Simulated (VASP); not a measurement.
# InSb3 (P4/mmm) in VASP: further runs

Runs on InSb3. Level: PBE. Tasks: single point.

Program: VASP 6.6.1. These are calculated values, not measurements. Logs are shortened: lines on timing, memory, paths and dates and some standing lists are left out, and cuts for length are marked.

### 1 The cell of the first run

The structure is tetragonal, space group P4/mmm (No. 123). The conventional cell has a = 4.778 Å, b = 4.778 Å, c = 4.496 Å, α = 90.00°, β = 90.00°, γ = 90.00°. In (site symmetry 4/mmm) has 12 Sb at 3.28 to 3.38 Å within 4.3 Å. Within 4.3 Å of Sb (site symmetry mmm) lie 4 In at 3.28 Å and 8 Sb at 3.28 to 3.38 Å. Sb (site symmetry 4/mmm) has 8 Sb at 3.28 Å and 4 In at 3.38 Å within 4.3 Å.

### 2 Single point, PBE (25.66 Å³/atom)

INCAR

```
PREC = Accurate
ENCUT = 520
EDIFF = 1E-6
ISMEAR = 0
SIGMA = 0.15
LREAL = F
LASPH = T
NELM = 60
ALGO = Normal
ISIF = 2
LWAVE = F
LCHARG = F
GGA = PE
NBANDS = 22
```

KPOINTS

```
regular mesh
0
Gamma
  10 10 10
```

POSCAR

```
InSb3
1.0
    4.7776026914      0.0000000000      0.0000000000
    0.0000000000      4.7776026914      0.0000000000
    0.0000000000      0.0000000000      4.4962018929
In Sb
1 3
Direct
    0.0000000000      0.0000000000      0.0000000000
    0.5000000000      0.0000000000      0.5000000000
    0.0000000000      0.5000000000      0.5000000000
    0.5000000000      0.5000000000      0.0000000000
```

Potentials or basis: VASP PAW PBE potentials, release 64 (In_d, Sb).

On the command line:

```console
$ cat potpaw_PBE.64/In_d/POTCAR potpaw_PBE.64/Sb/POTCAR > POTCAR
$ mpirun -np 1 vasp_std > vasp.out
```

OUTCAR:

```text
PREC = Accurate
   ENCUT = 520
   EDIFF = 1E-6
   ISMEAR = 0
   LREAL = F
   LASPH = T
   NELM = 60
   ISIF = 2
   GGA = PE

 ion  position               nearest neighbor table
   1  0.000  0.000  0.000-   2 3.28   3 3.28   2 3.28   3 3.28   3 3.28   3 3.28   2 3.28   2 3.28
                             4 3.38   4 3.38   4 3.38   4 3.38
   2  0.500  0.000  0.500-   1 3.28   4 3.28   1 3.28   4 3.28   4 3.28   4 3.28   1 3.28   1 3.28
                             3 3.38   3 3.38   3 3.38   3 3.38
   3  0.000  0.500  0.500-   1 3.28   4 3.28   1 3.28   4 3.28   1 3.28   1 3.28   4 3.28   4 3.28
                             2 3.38   2 3.38   2 3.38   2 3.38
   4  0.500  0.500  0.000-   2 3.28   3 3.28   2 3.28   3 3.28   2 3.28   2 3.28   3 3.28   3 3.28
                             1 3.38   1 3.38   1 3.38   1 3.38

  LATTYP: Found a simple tetragonal cell.
 ALAT       =     4.7776026914
 C/A-ratio  =     0.9411000000

  Lattice vectors:

 A1 = (   4.7776026914,   0.0000000000,   0.0000000000)
 A2 = (   0.0000000000,   4.7776026914,   0.0000000000)
 A3 = (   0.0000000000,   0.0000000000,   4.4962018929)

Analysis of symmetry for initial positions (statically):
=====================================================================
 Subroutine PRICEL returns:
 Original cell was already a primitive cell.

 Routine SETGRP: Setting up the symmetry group for a
 simple tetragonal supercell.

 Subroutine GETGRP returns: Found 16 space group operations
 (whereof 16 operations were pure point group operations)
 out of a pool of 16 trial point group operations.

The static configuration has the point symmetry D_4h.

Analysis of symmetry for dynamics (positions and initial velocities):
=====================================================================
 Subroutine PRICEL returns:
 Original cell was already a primitive cell.

 Routine SETGRP: Setting up the symmetry group for a
 simple tetragonal supercell.

 Subroutine GETGRP returns: Found 16 space group operations
 (whereof 16 operations were pure point group operations)
 out of a pool of 16 trial point group operations.

The dynamic configuration has the point symmetry D_4h.

 Subroutine INISYM returns: Found 16 space group operations
 (whereof 16 operations are pure point group operations),
 and found     1 'primitive' translations

----------------------------------------------------------------------------------------

                                     Primitive cell

  volume of cell :     102.6280

  direct lattice vectors                    reciprocal lattice vectors
     4.777602691  0.000000000  0.000000000     0.209309996  0.000000000  0.000000000
     0.000000000  4.777602691  0.000000000     0.000000000  0.209309996  0.000000000
     0.000000000  0.000000000  4.496201893     0.000000000  0.000000000  0.222409942

  length of vectors
     4.777602691  4.777602691  4.496201893     0.209309996  0.209309996  0.222409942

  position of ions in fractional coordinates (direct lattice)
     0.000000000  0.000000000  0.000000000
     0.500000000  0.000000000  0.500000000
     0.000000000  0.500000000  0.500000000
     0.500000000  0.500000000  0.000000000

  ion indices of the primitive-cell ions
   primitive index   ion index
                 1           1
                 2           2
                 3           3
                 4           4

----------------------------------------------------------------------------------------

 KPOINTS: regular mesh

Automatic generation of k-mesh.
 Grid dimensions read from file:
 generate k-points for:   10   10   10

 Generating k-lattice:

  Cartesian coordinates                     Fractional coordinates (reciprocal lattice)
     0.020931000  0.000000000  0.000000000     0.100000000  0.000000000  0.000000000
     0.000000000  0.020931000  0.000000000     0.000000000  0.100000000  0.000000000
     0.000000000  0.000000000  0.022240994     0.000000000  0.000000000  0.100000000

  Length of vectors
     0.020931000  0.020931000  0.022240994

  Shift w.r.t. Gamma in fractional coordinates (k-lattice)
     0.000000000  0.000000000  0.000000000

 Subroutine IBZKPT returns following result:
 ===========================================

 Found    126 irreducible k-points:

 Following reciprocal coordinates:
            Coordinates               Weight
  0.000000  0.000000  0.000000      1.000000
  0.100000  0.000000  0.000000      4.000000
  0.200000  0.000000  0.000000      4.000000
  0.300000  0.000000  0.000000      4.000000
  0.400000  0.000000  0.000000      4.000000
  0.500000  0.000000  0.000000      2.000000
[... 16 lines left out ...]
  0.100000  0.000000  0.100000      8.000000
  0.200000  0.000000  0.100000      8.000000
 [... further k-points ...]
   k-points           NKPTS =    126   k-points in BZ     NKDIM =    126   number of bands    NBANDS=     22
   number of dos      NEDOS =    301   number of ions     NIONS =      4
   total plane-waves  NPLWV =  46656
   dimension x,y,z NGX =    36 NGY =   36 NGZ =   36
   dimension x,y,z NGXF=    72 NGYF=   72 NGZF=   72
   ions per type =               1   3
   NGX,Y,Z   is equivalent  to a cutoff of  12.53, 12.53, 13.31 a.u.
   NGXF,Y,Z  is equivalent  to a cutoff of  25.05, 25.05, 26.62 a.u.
 SYSTEM =  unknown system
   PREC   = accura    normal or accurate (medium, high low for compatibility)
   ISTART =      0    job   : 0-new  1-cont  2-samecut
   ICHARG =      2    charge: 1-file 2-atom 10-const
   ISPIN  =      1    spin polarized calculation?
   LNONCOLLINEAR =      F non collinear calculations
   LSORBIT =      F    spin-orbit coupling
   LASPH  =      T    aspherical Exc in radial PAW
   ENCUT  =  520.0 eV  38.22 Ry    6.18 a.u.   8.88  8.88  8.36*2*pi/ulx,y,z
   NELM   =     60;   NELMIN=  2; NELMDL= -5     # of ELM steps
   EDIFF  = 0.1E-05   stopping-criterion for ELM
   LREAL  =      F    real-space projection
   EDIFFG = 0.1E-04   stopping-criterion for IOM
   NSW    =      0    number of steps for IOM
   IBRION =     -1    ionic relax: 0-MD 1-quasi-New 2-CG
   NFREE  =      0    steps in history (QN), initial steepest desc. (CG)
   ISIF   =      2    stress and relaxation
   ISYM   =      2    0-nonsym 1-usesym 2-fastsym
   POTIM  = 0.5000    time-step for ionic-motion
   TEBEG  =    0.0;   TEEND  =   0.0 temperature during run
   PSTRESS=    0.0 pullay stress
   NELECT =      28.0000    total number of electrons
   NUPDOWN=      -1.0000    fix difference up-down
   EMIN   =  10.00;   EMAX   =-10.00  energy-range for DOS
   EFERMI =   0.00;   METHOD = LEGACY
   ISMEAR =     0;   SIGMA  =   0.15  broadening in eV -4-tet -1-fermi 0-gaus
   EFERMI_NEDOS =   21; number of points for ismear=-14 and -15
   IALGO  =     38    algorithm
   IMIX   =      4    mixing-type and parameters
     AMIX     =   0.40;   BMIX     =  1.00
     AMIX_MAG =   1.60;   BMIX_MAG =  1.00
  volume/ion in A,a.u.               =      25.66       173.14
  Fermi-wavevector in a.u.,A,eV,Ry     =   1.061791  2.006493 15.339199  1.127399
  Thomas-Fermi vector in A             =   2.197219
   LORBIT       =      0    0 simple, 1 ext, 2 COOP (PROOUT), +10 PAW based schemes
   GGA     = PE    functional components
   LHFCALC =     F    Hartree Fock is set to
   AEXX    =    0.0000 exact exchange contribution
   IVDW    =     0    specifies the selected vdW correction
   LEPSILON=     F    determine dielectric tensor
   LRPA    =     F    only Hartree local field effects (RPA)
 non-spin polarized calculation
 Gauss-broadening in eV      SIGMA  =   0.15
  energy-cutoff  :      520.00
  volume of cell :      102.63
 maximum number of plane-waves:      2800
 NGX is ok and might be reduce to    36
   NGX = 17   NGY = 17   NGZ = 17

 number of electron      28.0000014 magnetization

 Free energy of the ion-electron system (eV)
  ---------------------------------------------------
  ext. energy  EPLUGINS =         0.00000000
  ---------------------------------------------------
  free energy    TOTEN  =       -14.13267607 eV

  energy without entropy =      -14.11316846  energy(sigma->0) =      -14.12292227

 E-fermi :   8.8232     XC(G=0): -10.4147

 val. band max:        8.8183501392   @ k =   0.3000   0.3000   0.2000
 cond. band min:       8.8276030725   @ k =   0.5000   0.1000   0.1000
 fundamental gap:      0.0092529333
 Fermi energy:         8.8231630473

 k-point     1 :       0.0000    0.0000    0.0000
  band No.  band energies     occupation
      1      -5.7781      2.00000
      2      -5.7642      2.00000
      3      -5.7466      2.00000
      4      -5.7466      2.00000
      5      -5.7464      2.00000
      6      -3.9199      2.00000
[... 14 lines left out ...]
     21      13.9232      0.00000
     22      14.2574      0.00000

 k-point     2 :       0.1000    0.0000    0.0000
  band No.  band energies     occupation
      1      -5.7765      2.00000
      2      -5.7634      2.00000
      3      -5.7481      2.00000
      4      -5.7477      2.00000
      5      -5.7466      2.00000
      6      -3.8567      2.00000
[... 14 lines left out ...]
     21      14.0971      0.00000
     22      14.3025      0.00000

 k-point     3 :       0.2000    0.0000    0.0000
  band No.  band energies     occupation
      1      -5.7724      2.00000
      2      -5.7612      2.00000
      3      -5.7518      2.00000
      4      -5.7511      2.00000
      5      -5.7465      2.00000
      6      -3.6687      2.00000
[... 14 lines left out ...]
     21      14.5935      0.00000
     22      14.9162      0.00000

 k-point     4 :       0.3000    0.0000    0.0000
  band No.  band energies     occupation
      1      -5.7679      2.00000
      2      -5.7580      2.00000
      3      -5.7565      2.00000
      4      -5.7553      2.00000
      5      -5.7464      2.00000
      6      -3.3629      2.00000
[... 14 lines left out ...]
     21      14.3241      0.00000
     22      14.6520      0.00000

 k-point     5 :       0.4000    0.0000    0.0000
  band No.  band energies     occupation
      1      -5.7648      2.00000
      2      -5.7602      2.00000
      3      -5.7587      2.00000
      4      -5.7551      2.00000
      5      -5.7464      2.00000
      6      -2.9707      2.00000
[... 14 lines left out ...]
     21      13.6871      0.00000
     22      14.9109      0.00000

 k-point     6 :       0.5000    0.0000    0.0000
  band No.  band energies     occupation
      1      -5.7637      2.00000
      2      -5.7616      2.00000
      3      -5.7599      2.00000
      4      -5.7539      2.00000
      5      -5.7464      2.00000
      6      -2.6992      2.00000
[... 14 lines left out ...]
     21      13.4052      0.00000
     22      15.0641      0.00000

 k-point     7 :       0.1000    0.1000    0.0000
  band No.  band energies     occupation
      1      -5.7747      2.00000
      2      -5.7627      2.00000
      3      -5.7492      2.00000
      4      -5.7481      2.00000
      5      -5.7479      2.00000
      6      -3.7934      2.00000
[... 324 lines left out ...]
      6      -1.6662      2.00000
[... 14 lines left out ...]
     21      13.6698      0.00000
     22      15.8652      0.00000

 k-point    21 :       0.5000    0.5000    0.0000
  band No.  band energies     occupation
      1      -5.7919      2.00000
      2      -5.7603      2.00000
      3      -5.7603      2.00000
      4      -5.7505      2.00000
      5      -5.7372      2.00000
      6      -1.1447      2.00000
[... 14 lines left out ...]
     21      13.8398      0.00000
     22      15.8587      0.00000

 k-point    22 :       0.0000    0.0000    0.1000
  band No.  band energies     occupation
      1      -5.7771      2.00000
      2      -5.7615      2.00000
      3      -5.7487      2.00000
      4      -5.7487      2.00000
      5      -5.7464      2.00000
      6      -3.8477      2.00000
[... 14 lines left out ...]
     21      14.3981      0.00000
     22      14.8160      0.00000

 k-point    23 :       0.1000    0.0000    0.1000
  band No.  band energies     occupation
      1      -5.7755      2.00000
      2      -5.7607      2.00000
      3      -5.7504      2.00000
      4      -5.7487      2.00000
      5      -5.7476      2.00000
      6      -3.7843      2.00000
[... 14 lines left out ...]
     21      14.2423      0.00000
     22      14.6772      0.00000

 k-point    24 :       0.2000    0.0000    0.1000
  band No.  band energies     occupation
      1      -5.7715      2.00000
      2      -5.7583      2.00000
      3      -5.7548      2.00000
      4      -5.7510      2.00000
      5      -5.7486      2.00000
      6      -3.5959      2.00000
[... 14 lines left out ...]
     21      14.6476      0.00000
     22      14.6967      0.00000

 [... further k-points ...]

------------------------ aborting loop because EDIFF is reached ----------------------------------------

  FORCE on cell =-STRESS in cart. coord.  units (eV):
  Direction    XX          YY          ZZ          XY          YZ          ZX
  --------------------------------------------------------------------------------------
  -------------------------------------------------------------------------------------
  Total        3.2701023      3.2701023      3.2190712      0.0000000      0.0000000      0.0000000
  in kB       51.0512114     51.0512114     50.2545401      0.0000000      0.0000000      0.0000000
  external PRESSURE =      50.7856543 kB  Pullay stress =       0.0000000 kB

 VOLUME and BASIS-vectors are now :
 -----------------------------------------------------------------------------
  energy-cutoff  :      520.00
  volume of cell :      102.63
      direct lattice vectors                 reciprocal lattice vectors
     4.777602691  0.000000000  0.000000000     0.209309996  0.000000000  0.000000000
     0.000000000  4.777602691  0.000000000     0.000000000  0.209309996  0.000000000
     0.000000000  0.000000000  4.496201893     0.000000000  0.000000000  0.222409942

 POSITION                                       TOTAL-FORCE (eV/Angst)
 -----------------------------------------------------------------------------------
      0.00000      0.00000      0.00000         0.000000      0.000000      0.000000
      2.38880      0.00000      2.24810         0.000000      0.000000      0.000000
      0.00000      2.38880      2.24810         0.000000      0.000000      0.000000
      2.38880      2.38880      0.00000         0.000000      0.000000      0.000000
 -----------------------------------------------------------------------------------
    total drift:                                0.000000     -0.000000     -0.000000

  FREE ENERGIE OF THE ION-ELECTRON SYSTEM (eV)
  ---------------------------------------------------
  free  energy   TOTEN  =       -14.1326760749 eV

  energy  without entropy=      -14.1131684597  energy(sigma->0) =      -14.12292227
```

It took 77 s on 1 thread of Intel Xeon 6975P-C (Granite Rapids), shared host; peak memory 0.4 GiB.

What came out:

```yaml
Free_energy: -14.1327 eV
Pressure: 5.1 GPa
Band_gap_on_the_k_mesh: zero (bands 14 and 15 overlap by 4.65 eV)
```

Caveat: the cell stands under pressure; spin-orbit coupling is left out, which moves the levels of the heavy elements.

### 3 Single point, PBE (25.66 Å³/atom)

INCAR

```
SYSTEM = InSb3
PREC = Accurate ; ENCUT = 520
EDIFF = 1E-6 ; ISMEAR = 0
SIGMA = 0.15 ; LREAL = .FALSE.
LASPH = .TRUE. ; NELM = 100
ALGO = Normal ; ISIF = 2
LWAVE = .FALSE. ; LCHARG = .FALSE.
GGA = PE ; NBANDS = 22
```

KPOINTS

```
regular mesh
0
G
  10 10 10
  0 0 0
```

POSCAR

```
InSb3
1.0
    4.9747285318      0.0000000000      0.0000000000
    0.0000000000      4.9747285318      0.0000000000
    0.0000000000      0.0000000000      4.1469337041
In Sb
1 3
Direct
    0.0000000000      0.0000000000      0.0000000000
    0.5000000000      0.0000000000      0.5000000000
    0.0000000000      0.5000000000      0.5000000000
    0.5000000000      0.5000000000      0.0000000000
```

Potentials or basis: VASP PAW PBE potentials, release 64 (In_d, Sb).

On the command line:

```console
$ cat potpaw_PBE.64/In_d/POTCAR potpaw_PBE.64/Sb/POTCAR > POTCAR
$ mpirun -np 1 vasp_std > vasp.out
```

Wall time 1.8 min (1 thread of Intel Xeon 6975P-C (Granite Rapids), shared host); peak memory 0.41 GiB.

It converged, with:

| Property | Result |
| --- | --- |
| Free energy | -14.1889 eV |
| Pressure | 4.6 GPa |
| Band gap on the k mesh | zero (bands 14 and 15 overlap by 4.16 eV) |

Stress tensor (GPa, compression positive):
```
5.30 0.00 0.00
0.00 5.30 0.00
0.00 0.00 3.30
```

Levels at points of the mesh, in eV from the Fermi level:
| k point | band 12 | band 13 | band 14 | band 15 | band 16 | band 17 |
| --- | --- | --- | --- | --- | --- | --- |
| (0.00, 0.00, 0.00) | -3.11 | -0.36 | -0.36 | 0.91 | 2.33 | 2.89 |
| (0.50, 0.00, 0.00) | -2.08 | -1.17 | -0.29 | -0.20 | 1.72 | 2.27 |
| (0.50, 0.50, 0.00) | -0.31 | -0.31 | -0.29 | -0.29 | 1.52 | 2.02 |
| (0.00, 0.00, 0.50) | -2.32 | -2.32 | -1.98 | -1.57 | 1.53 | 1.53 |
| (0.50, 0.00, 0.50) | -2.14 | -1.67 | -1.48 | -1.25 | -1.05 | 0.68 |
| (0.50, 0.50, 0.50) | -5.11 | -4.80 | 2.60 | 2.74 | 3.74 | 3.74 |

Caveat: the cell stands under pressure; spin-orbit coupling is left out, which moves the levels of the heavy elements.

### 4 Single point, PBE (25.66 Å³/atom)

INCAR

```
PREC = Accurate
ENCUT = 520
EDIFF = 1E-6
ISMEAR = 0
SIGMA = 0.15
LREAL = False
LASPH = True
NELM = 60
ALGO = Normal
ISIF = 2
LWAVE = False
LCHARG = False
GGA = PE
NBANDS = 22
```

KPOINTS

```
Automatic mesh
0
Gamma
  10 10 10
```

POSCAR

```
InSb3
1.0
    4.4063244213      0.0000000000      0.0000000000
    0.0000000000      4.4063244213      0.0000000000
    0.0000000000      0.0000000000      5.2858267757
In Sb
1 3
Direct
    0.0000000000      0.0000000000      0.0000000000
    0.5000000000      0.0000000000      0.5000000000
    0.0000000000      0.5000000000      0.5000000000
    0.5000000000      0.5000000000      0.0000000000
```

On the command line:

```console
$ cat potpaw_PBE.64/In_d/POTCAR potpaw_PBE.64/Sb/POTCAR > POTCAR
$ mpirun -np 1 vasp_std > vasp.out
```

Run time: 93 s. Hardware: 1 thread of Intel Xeon 6975P-C (Granite Rapids), shared host; peak memory 0.41 GiB.

It converged, with:

```yaml
Free_energy: -14.1045 eV
Pressure: 5.4 GPa
Band_gap_on_the_k_mesh: zero (bands 14 and 15 overlap by 3.66 eV)
```

Stress tensor (GPa, compression positive):
```
5.87 0.00 0.00
0.00 5.87 0.00
0.00 0.00 4.39
```

Levels at points of the mesh, in eV from the Fermi level:
| k point | band 10 | band 11 | band 12 | band 13 | band 14 | band 15 | band 16 | band 17 | band 18 | band 19 |
| --- | --- | --- | --- | --- | --- | --- | --- | --- | --- | --- |
| (0.00, 0.00, 0.00) | -4.09 | -4.09 | -3.08 | -0.16 | -0.16 | 0.74 | 1.93 | 3.00 | 3.00 | 4.13 |
| (0.50, 0.00, 0.00) | -3.60 | -2.86 | -2.19 | -1.54 | -0.91 | -0.77 | 1.61 | 2.57 | 3.15 | 3.16 |
| (0.50, 0.50, 0.00) | -3.85 | -2.82 | -2.82 | -1.88 | -1.78 | -1.52 | -1.52 | 0.42 | 5.54 | 5.69 |
| (0.00, 0.00, 0.50) | -3.15 | -3.15 | -2.06 | -2.06 | -0.63 | -0.30 | 0.47 | 1.40 | 3.60 | 3.60 |
| (0.50, 0.00, 0.50) | -1.66 | -1.09 | -1.00 | -0.92 | -0.83 | -0.61 | 0.61 | 1.57 | 2.24 | 2.58 |
| (0.50, 0.50, 0.50) | -5.59 | -5.19 | -5.19 | -4.80 | 2.14 | 2.54 | 2.54 | 4.99 | 5.66 | 5.72 |

Caveat: the cell stands under pressure; spin-orbit coupling is left out, which moves the levels of the heavy elements.

### 5 The runs side by side

| cell | gap on the mesh (eV) | pressure (GPa) |
| --- | --- | --- |
| a = 4.778, b = 4.778, c = 4.496 Å, 4 atoms | none | 5.1 |
| a = 4.975, b = 4.975, c = 4.147 Å, 4 atoms | none | 4.6 |
| a = 4.406, b = 4.406, c = 5.286 Å, 4 atoms | none | 5.4 |

Alike in all rows: task single point; level PBE; potentials or basis VASP PAW PBE potentials, release 64 (In_d, Sb); no spin polarisation; k mesh 10 × 10 × 10; cutoff (eV) 520; smearing gaussian 0.15 eV.

Caveats: the cell stands under pressure; spin-orbit coupling is left out, which moves the levels of the heavy elements.

Absolute energies hang on the potentials; compare differences alone.

The gap in the log of VASP goes by the Fermi energy; the results here count the filled bands.